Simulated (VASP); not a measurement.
Set up this calculation in VASP 6.6.1, as the native input.

```yaml
Task: relaxation of cell and atoms
Functional: PBE
Potentials_or_basis: VASP PAW PBE potentials, release 64 (Al, N)
Cutoff: 600 eV
k_mesh: 12 × 12 × 7
Occupations: fermi-dirac, width 0.02 eV
Spin: no spin polarisation
Dipole_correction: no
Further_INCAR_settings: ALGO = Normal; EDIFF = 1e-07; IBRION = 2; EDIFFG = -0.005; NSW = 60; ISIF = 3
```

The structure of AlN (wurtzite type) lies in POSCAR:

```
AlN
1.0
    3.0486945782      0.0000000000      0.0000000000
   -1.5243472891      2.6402469531      0.0000000000
    0.0000000000      0.0000000000      4.9693721624
Al N
2 2
Direct
    0.3333333333      0.6666666667      0.0000000000
    0.6666666667      0.3333333333      0.5000000000
    0.3333333333      0.6666666667      0.3760000000
    0.6666666667      0.3333333333      0.8760000000
```

The input as run:

INCAR

```
PREC = Accurate
ENCUT = 600
EDIFF = 1E-7
ISMEAR = -1
SIGMA = 0.02
LREAL = F
LASPH = T
NELM = 80
ALGO = Normal
ISIF = 3
LWAVE = F
LCHARG = F
GGA = PE
IBRION = 2
NSW = 60
EDIFFG = -0.005
```

KPOINTS

```
Automatic mesh
0
Gamma
  12 12 7
```

Potentials or basis: VASP PAW PBE potentials, release 64 (Al, N).

Command:

```console
$ cat potpaw_PBE.64/Al/POTCAR potpaw_PBE.64/N/POTCAR > POTCAR
$ mpirun -np 1 vasp_std > vasp.out
```

It gave:

| Quantity | Value |
| --- | --- |
| Relaxed volume | 10.63 Å³/atom |
| Relaxed cell | a = 3.128 Å, b = 3.128 Å, c = 5.015 Å, α = 90.00°, β = 90.00°, γ = 120.00° |
| Space group after relaxing (to 0.05 Å) | P6_3mc (No. 186) |
| Energy gained by relaxing | 27.7 meV/atom |
| Ionic steps | 9 |
| Pressure after relaxing | 0.0 GPa |
| Band gap on the k mesh | 4.06 eV, direct |

It took 67 s on 1 thread of Intel(R) Xeon(R) 6975P-C (Granite Rapids), with other jobs on the host, peak memory 0.18 GiB.
